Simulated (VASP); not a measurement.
B:

```
CELL_PARAMETERS angstrom
2.40164 0.00000 0.00000
-1.20082 2.07988 0.00000
0.00000 0.00000 9.31196
ATOMIC_POSITIONS crystal
B 0.66667 0.33333 0.64623
B 0.00000 0.00000 0.78849
B 0.66667 0.33333 0.92861
B 0.33333 0.66667 0.07139
B 0.00000 0.00000 0.21151
B 0.33333 0.66667 0.35377
B 0.00000 0.00000 0.50000
```

The cell was built from a structure type or drawn by symmetry, and may not be a known phase.

```yaml
Program: VASP 6.6.1
Task: relaxation of cell and atoms
Functional: PBE
Potentials_or_basis: VASP PAW PBE potentials, release 64 (B)
Cutoff: 600 eV
k_mesh: 12 × 12 × 2
Occupations: gaussian, width 0.1 eV
Spin: no spin polarisation
```

At the start: pressure -1.2 GPa; volume 6.64 Å³/atom.

Task: How do energy, volume and symmetry change on relaxing?

Result: Over 27 steps the energy falls by 936.0 meV/atom and the volume is 6.62 Å³/atom (-0.3 %); space group P-3m1 (No. 164, to 0.1 Å) before and after.

Step by step:
```tsv
step	energy change (eV)	largest force (eV/Å)	pressure (GPa)	volume (Å³)
1	0.0000	0.2393	-1.22	46.51
2	-0.0118	0.1795	0.77	46.17
3	-0.0163	0.0845	2.81	45.85
4	-0.0220	0.0622	2.59	45.97
5	-0.0289	0.0579	1.91	46.22
6	-0.0500	0.1031	-0.08	46.70
7	-0.2765	0.4420	-4.19	47.63
8	-1.4443	1.2721	-12.77	49.30
9	-4.0373	3.8351	-9.35	51.82
10	-3.8478	0.9747	-14.51	51.24
11	-4.0716	2.3920	-12.07	51.60
12	-4.0821	2.8110	-11.29	51.68
13	-4.2915	2.6934	-11.11	51.24
14	-4.9235	2.2492	-9.88	49.92
15	-6.0081	1.6872	-3.93	47.26
16	-5.6881	0.9320	28.49	41.86
17	-6.3263	1.4087	5.75	45.15
18	-6.3391	1.2202	9.18	44.51
19	-6.4541	0.7273	2.94	45.17
20	-6.4553	0.7129	2.30	45.24
21	-6.5014	0.4657	1.19	45.62
22	-6.5397	0.1107	-0.23	46.30
23	-6.5413	0.0997	-0.51	46.47
24	-6.5512	0.1257	-1.02	46.52
25	-6.5512	0.1215	-0.98	46.51
26	-6.5521	0.0547	0.22	46.34
27	-6.5521	0.0333	-0.02	46.37
```

Final structure:
```
B
1.0
     2.84822    0.00000    0.00000
    -1.42411    2.46663    0.00000
     0.00000    0.00000    6.60052
B
7
Cartesian
  1.4241 0.8222 4.3802
  0.0000 0.0000 4.9826
  1.4241 0.8222 6.0244
  0.0000 1.6444 0.5761
  0.0000 0.0000 1.6179
  0.0000 1.6444 2.2203
  0.0000 0.0000 3.3003
```

Caveat: a cell axis changed by over 15 % at a fixed basis, so the end point is rough.
